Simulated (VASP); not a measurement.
Wanted: the native input for a VASP 6.6.1 run.

| Item | Value |
| --- | --- |
| Task | single point |
| Functional | PBE |
| Potentials or basis | VASP PAW PBE potentials, release 64 (As, B, Sb) |
| Cutoff | 500 eV |
| k mesh | 4 × 4 × 4 |
| Occupations | gaussian, width 0.01 eV |
| Spin | no spin polarisation |
| Dipole correction | no |
| Further INCAR settings | ALGO = Normal; EDIFF = 1e-06; NBANDS = 16 |

The structure of B2SbAs lies in POSCAR:

```
B2SbAs
1.0
    3.5470589548      0.0000000000      0.0000000000
    0.0000000000      3.5470589548      0.0000000000
    0.0000000000      0.0000000000      5.0342303828
As B Sb
1 2 1
Direct
    0.0000000000      0.0000000000      0.0000000000
    0.0000000000      0.5000000000      0.7698922569
    0.5000000000      0.0000000000      0.2301077431
    0.5000000000      0.5000000000      0.5000000000
```

One way to write it, as run:

INCAR

```
PREC = Accurate ; ENCUT = 500
EDIFF = 1E-6 ; ISMEAR = 0
SIGMA = 0.01 ; LREAL = False
LASPH = True ; NELM = 120
ALGO = Normal ; ISIF = 2
LWAVE = False ; LCHARG = False
GGA = PE ; NBANDS = 16
GGA_COMPAT = False
```

KPOINTS

```
regular mesh
0
Gamma
  4 4 4
```

Potentials or basis: VASP PAW PBE potentials, release 64 (As, B, Sb).

Run with:

```bash
$ cat potpaw_PBE.64/As/POTCAR potpaw_PBE.64/B/POTCAR potpaw_PBE.64/Sb/POTCAR > POTCAR
$ mpirun -np 1 vasp_std > vasp.out
```

Results of the run:

The pressure is 2.3 GPa, the largest force is 0.094 eV/Å and the band gap on the k mesh is 0.83 eV, indirect (least direct gap 0.88 eV).

Caveat: the k points lie up to 0.44 Å⁻¹ apart; spin-orbit coupling is left out, which moves the levels of the heavy elements.

Run time: 8.1 s on 1 thread of Intel(R) Xeon(R) 6975P-C (Granite Rapids) (shared host), peak memory 0.18 GiB.
